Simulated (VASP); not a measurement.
Wanted: the native input for a VASP 6.6.1 run.

```yaml
Task: single point
Functional: PBE
Potentials_or_basis: VASP PAW PBE potentials, release 64 (Sb, Zr_sv, S)
Cutoff: 520 eV
k_mesh: 5 × 5 × 2
Occupations: fermi-dirac, width 0.1 eV
Spin: no spin polarisation
Dipole_correction: no
Further_INCAR_settings: ALGO = Normal; EDIFF = 1e-06; NBANDS = 32
```

The structure of ZrSbS lies in POSCAR:

```
ZrSbS
1.0
    3.8712160000      0.0000000000      0.0000000000
    0.0000000000      3.8712160000      0.0000000000
    0.0000000000      0.0000000000      8.5788720000
Sb Zr S
2 2 2
Direct
    0.0000000000      0.0000000000      0.0000000000
    0.5000000000      0.5000000000      0.0000000000
    0.0000000000      0.5000000000      0.2770000000
    0.5000000000      0.0000000000      0.7230000000
    0.0000000000      0.5000000000      0.6220000000
    0.5000000000      0.0000000000      0.3780000000
```

The input as run:

INCAR

```
PREC = Accurate
ENCUT = 520
EDIFF = 1E-6
ISMEAR = -1
SIGMA = 0.1
LREAL = False
LASPH = True
NELM = 100
ALGO = Normal
ISIF = 2
LWAVE = False
LCHARG = False
GGA = PE
NBANDS = 32
```

KPOINTS

```
regular mesh
0
Gamma
  5 5 2
```

Potentials or basis: VASP PAW PBE potentials, release 64 (Sb, Zr_sv, S).

Run with:

```console
$ cat potpaw_PBE.64/Sb/POTCAR potpaw_PBE.64/Zr_sv/POTCAR potpaw_PBE.64/S/POTCAR > POTCAR
$ mpirun -np 1 vasp_std > vasp.out
```

Results of the run:

* Pressure: 2.5 GPa
* Largest force: 0.678 eV/Å
* Band gap on the k mesh: zero (bands 23 and 24 overlap by 1.12 eV)

Caveat: the k points lie up to 0.37 Å⁻¹ apart, too coarse for converged energies and pressures of a metal; spin-orbit coupling is left out, which moves the levels of the heavy elements.

Wall time 2.5 min on 1 thread of Intel Xeon 8259CL, on a shared host, peak memory 0.24 GiB.
